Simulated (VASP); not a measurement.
The system is Nb2H.

```
Nb H
1.0
     4.46055    0.00000    0.00000
     0.00000    4.46055    0.00000
     0.00000    0.00000    4.46055
Nb H
4 2
Direct
  0.25000 0.25000 0.75000
  0.75000 0.25000 0.25000
  0.25000 0.75000 0.25000
  0.75000 0.75000 0.75000
  0.50000 0.50000 0.50000
  0.00000 0.00000 0.00000
```

```yaml
Program: VASP 6.6.1
Task: relaxation of cell and atoms
Functional: PBE
Potentials_or_basis: VASP PAW PBE potentials, release 64 (Nb_sv, H)
Cutoff: 600 eV
k_mesh: 4 × 4 × 4
Occupations: gaussian, width 0.1 eV
Spin: no spin polarisation
```

At the start: pressure -11.4 GPa; volume 14.79 Å³/atom.

Problem. How do energy, volume and symmetry change on relaxing?

Solution. Over 3 steps the energy falls by 42.6 meV/atom and the volume is 13.68 Å³/atom (-7.5 %); space group Pn-3m (No. 224, to 0.05 Å).

The path:
```tsv
step	energy change (eV)	largest force (eV/Å)	pressure (GPa)	volume (Å³)
1	0.0000	0.0000	-11.40	88.75
2	0.0070	0.0000	14.61	75.91
3	-0.2559	0.0000	-0.16	82.08
```

Final structure:
```
CELL_PARAMETERS angstrom
4.34590 0.00000 0.00000
0.00000 4.34590 0.00000
0.00000 0.00000 4.34590
ATOMIC_POSITIONS crystal
Nb 0.25000 0.25000 0.75000
Nb 0.75000 0.25000 0.25000
Nb 0.25000 0.75000 0.25000
Nb 0.75000 0.75000 0.75000
H 0.50000 0.50000 0.50000
H 0.00000 0.00000 0.00000
```
